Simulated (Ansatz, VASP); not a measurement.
## Two plane-wave programs on Nb

```
Nb
1.0
     7.45796    0.00000    0.00000
    -3.72898    6.45878    0.00000
     0.00000    0.00000   23.80000
Nb
6
Direct
  0.67434 0.00000 0.29412
  0.00000 0.67434 0.29412
  0.32566 0.32566 0.29412
  0.32566 0.00000 0.29412
  0.00000 0.32566 0.29412
  0.67434 0.67434 0.29412
```

Alike in both runs: functional PBE; k mesh 3 × 3 × 1; occupations gaussian, width 0.1 eV; no spin polarisation.

Ansatz relaxed the structure, and its values are those at the end. VASP's run is a single point on that final structure, the one shown.

```csv
,VASP,Ansatz
version,VASP 6.6.1,Ansatz 0.2.0
potentials or method,"VASP PAW PBE potentials, release 64 (Nb_sv), cutoff 520 eV","scalar-relativistic, plane waves, PAW"
valence electrons in the cell,78,78
```

```csv
,VASP,Ansatz,Ansatz less VASP
gap on the k mesh at the Fermi level (eV),none,none,-
rms of the force components (eV/Å),0.033,0.020,-0.0129
```

A gap of «none» marks a metal or a gap that the smearing closes. With one functional, cell and mesh, what is left measures potentials, basis and numerics. Ansatz's warnings: slab cell height set.
